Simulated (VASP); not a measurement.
TiO2 (Anatase), 6 atoms in the cell. It takes space group I4_1/amd (No. 141, tetragonal). The conventional cell has a = 3.809 Å, b = 3.809 Å, c = 9.578 Å, α = 90.00°, β = 90.00°, γ = 90.00°. Ti (site symmetry -4m2) has 6 O at 1.95 to 1.99 Å within 2.6 Å. Within 2.6 Å of O (site symmetry 2mm) lie 3 Ti at 1.95 to 1.99 Å and 2 O at 2.48 Å. 

| Property | Result |
| --- | --- |
| Program | VASP 6.6.1 |
| Task | single point |
| Functional | PBE |
| Potentials or basis | VASP PAW PBE potentials, release 64 (Ti_sv, O) |
| Cutoff | 520 eV |
| k mesh | 10 × 10 × 10 |
| Occupations | fermi-dirac, width 0.05 eV |
| Spin | no spin polarisation |
| Dipole correction | no |
| Further INCAR settings | ALGO = Normal; EDIFF = 1e-06; NBANDS = 33 |

Potentials or basis: VASP PAW PBE potentials, release 64 (Ti_sv, O).

Command:

```sh
$ cat potpaw_PBE.64/Ti_sv/POTCAR potpaw_PBE.64/O/POTCAR > POTCAR
$ mpirun -np 1 vasp_std > vasp.out
```

Hardware: 1 thread of Intel Xeon 6975P-C (shared host).

**Question.** Estimate the wall time of this run.

**Answer.** It took 5.6 min on 1 thread of Intel Xeon 6975P-C (shared host), peak memory 0.37 GiB. Counts: scf iterations 16, k points 102.
